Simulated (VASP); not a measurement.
Wanted: the native input for a VASP 6.6.1 run.

| Item | Value |
| --- | --- |
| Task | single point |
| Functional | PBE |
| Potentials or basis | VASP PAW PBE potentials, release 64 (Si, O) |
| Cutoff | 520 eV |
| k mesh | 2 × 2 × 2, shifted |
| Occupations | gaussian, width 0.02 eV |
| Spin | no spin polarisation |
| Dipole correction | no |
| Further INCAR settings | LREAL = Auto; ALGO = Normal; EDIFF = 1e-07; NBANDS = 89 |

The structure of Si32O (a cell with a defect) lies in POSCAR:

```
Si32O
1.0
   -5.7769209609      3.3353068718      6.3650226989
    5.7769209609     -3.3353068718      6.3650226989
    3.8512806405      6.6706137437     -6.3650226989
Si O
32 1
Direct
    0.2402362144      0.0718774331      0.2490562133
    0.7424952200      0.5741578742      0.2535233426
    0.1182406840      0.4471576076      0.4995922420
    0.6194043311      0.9502400080      0.5026412314
    0.4891132805      0.3235343619      0.7512844676
    0.9942690895      0.7983770469      0.7513131650
    0.8680286723      0.1988189174     -0.0001244105
    0.3698752891      0.6988168547      1.0028543581
    0.3215907955      0.4911143360      0.2459706247
    0.8268522325      0.9964299083      0.2565728812
    0.2042100006      0.8604124812      0.4971198709
    0.6836336328      0.3674856705      0.4935396735
    0.5774899131      0.7455867604      0.7512736852
    0.0481875871      0.2716107065      0.7512270771
    0.9413658172      0.6251031924      1.0089343129
    0.4583205966      0.1147032426      0.0054187935
    0.4180281092      0.2590557433      0.2418797486
    0.9274292257      0.7684415675      0.2606400907
    0.3063845435      0.6328671975      0.4985623463
    0.7870266631      0.1435773377      0.4923523036
    0.6743331041      0.5140031327      0.7512531136
    0.1921841362     -0.0316185518      0.7512712547
    0.0460400801      0.4023736038      0.0101847675
    0.5590179063      0.8856243837      1.0039294862
    0.5136503979      0.6784847808      0.2524346806
    0.0124267326      0.1772446506      0.2500422598
    0.3888431200      0.0531729864      0.5014562715
    0.8820849555      0.5394475828      0.4944396937
    0.7734641756      0.9265365272      0.7512465057
    0.2597860863      0.4289240360      0.7512406142
    0.1389127274      0.7962473534      1.0081170869
    0.6387272181      0.3030642980      0.0011445957
    0.0733016859      0.0962313985     -0.2494651071
```

One way to write it, as run:

INCAR

```
ALGO     = Normal         # electronic algorithm
EDIFF    = 1E-7           # SCF threshold, eV
ENCUT    = 520            # plane-wave cutoff, eV
GGA      = PE             # functional
ISIF     = 2              # what is computed and relaxed
ISMEAR   = 0              # smearing method
LASPH    = T              # aspherical terms in the spheres
LCHARG   = F              # write CHGCAR
LREAL    = Auto         
LWAVE    = F              # write WAVECAR
NBANDS   = 89             # bands
NELM     = 100            # most SCF steps
PREC     = Accurate       # precision mode
SIGMA    = 0.02           # smearing width, eV
```

KPOINTS

```
Automatic mesh
0
Gamma
  2 2 2
  0.5 0.5 0.5
```

Potentials or basis: VASP PAW PBE potentials, release 64 (Si, O).

Run with:

```bash
$ cat potpaw_PBE.64/Si/POTCAR potpaw_PBE.64/O/POTCAR > POTCAR
$ mpirun -np 1 vasp_std > vasp.out
```

It gave:

* Pressure: 1.6 GPa
* Largest force: 0.339 eV/Å
* Band gap on the k mesh: 0.91 eV

Run time: 6.8 min on 1 thread of Intel(R) Xeon(R) 6975P-C (Granite Rapids) (shared host), peak memory 0.75 GiB.
